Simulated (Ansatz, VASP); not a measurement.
## Bi2Se3 in VASP and in Ansatz

```
CELL_PARAMETERS angstrom
2.05226 1.18487 9.30262
-2.05226 1.18487 9.30262
0.00000 -2.36975 9.30262
ATOMIC_POSITIONS crystal
Bi 0.40131 0.40131 0.40131
Bi 0.59869 0.59869 0.59869
Se 0.00000 0.00000 0.00000
Se 0.20934 0.20934 0.20934
Se 0.79066 0.79066 0.79066
```

Alike in both runs: functional LDA; k mesh 9 × 9 × 9; occupations gaussian, width 0.05 eV; no spin polarisation.

Ansatz relaxed the structure, and its values are those at the end. VASP's run is a single point on that final structure, the one shown.

|  | VASP | Ansatz |
| --- | --- | --- |
| version | VASP 6.6.1 | Ansatz 0.2.0 |
| potentials or method | VASP PAW LDA potentials, release 64 (Bi_d, Se) | scalar-relativistic, plane waves, PAW |
| plane-wave cutoff (eV) | 520 | 420 |
| valence electrons in the cell | 48 | 78 |

```tsv
	VASP	Ansatz	Ansatz less VASP
gap on the k mesh at the Fermi level (eV)	0.04	0.03	-0.008
least direct gap on the mesh (eV)	0.04	0.03	-0.008
pressure (GPa)	0.2	0.0	-0.18
rms of the force components (eV/Å)	0.013	0.000	-0.0129
```

LDA's correlation is that of Perdew and Zunger in VASP and of Perdew and Wang (1992) in Ansatz. VASP's potentials hold 48 valence electrons a cell and Ansatz's 78, so a difference there can come from the potentials and not from the codes.

Spin-orbit coupling is off throughout.
